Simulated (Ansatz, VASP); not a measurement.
CsBr in VASP and in Ansatz

File INCAR:

```
  PREC = Accurate
  ENCUT = 500
  EDIFF = 1E-6
  ISMEAR = -1
  SIGMA = 0.03
  LREAL = F
  LASPH = T
  NELM = 120
  ALGO = Normal
  ISIF = 2
  LWAVE = F
  LCHARG = T
  GGA = PE
  LELF = T
  LVHAR = T
  NBANDS = 15
  GGA_COMPAT = F
```

The input KPOINTS:

```
Automatic mesh
0
Gamma
  7 7 7
```

Contents of POSCAR:

```
CsBr
1.0
    4.3256222200      0.0000000000      0.0000000000
    0.0000000000      4.3256222200      0.0000000000
    0.0000000000      0.0000000000      4.3256222200
Cs Br
1 1
Direct
    0.0000000000      0.0000000000      0.0000000000
    0.5000000000      0.5000000000      0.5000000000
```

Input for Ansatz:

```yaml
crystal:
  lattice:
    - [4.32562222, 0.0, 0.0]
    - [0.0, 4.32562222, 0.0]
    - [0.0, 0.0, 4.32562222]
  atoms:
    - { symbol: Cs, position: [0.0, 0.0, 0.0] }
    - { symbol: Br, position: [0.5, 0.5, 0.5] }
kpoints:
  mp_grid: { grid: [7, 7, 7] }
  band_path:
    path:
      - [0.0, 0.0, 0.0]
      - [0.0, 0.5, 0.0]
      - [0.5, 0.5, 0.0]
      - [0.0, 0.0, 0.0]
      - [0.5, 0.5, 0.5]
      - [0.0, 0.5, 0.0]
      - [0.5, 0.5, 0.5]
      - [0.5, 0.5, 0.0]
    npoints: 14
scf:
  occupations: { method: fermi_dirac, width: 0.03 }
hamiltonian:
  xc: pbe
  pseudopotentials: { kind: all_electron, lapw: { basis_error: 0.001 } }
output:
  forces: true
  stress: true
  eigenvalues: true
  populations: true
```

Alike in both runs: task single point; functional PBE; k mesh 7 × 7 × 7; occupations fermi-dirac, width 0.03 eV; no spin polarisation.

|  | VASP | Ansatz |
| --- | --- | --- |
| version | VASP 6.6.1 | Ansatz 0.2.0 |
| potentials or method | VASP PAW PBE potentials, release 64 (Cs_sv, Br), cutoff 500 eV | all-electron LAPW, scalar-relativistic |

```csv
,VASP,Ansatz,Ansatz less VASP
gap on the k mesh at the Fermi level (eV),4.42,4.43,+0.010
pressure (GPa),0.7,0.6,-0.05
```

Ansatz ran all-electron here, and VASP with PAW potentials.

Neither program's run includes spin-orbit coupling.
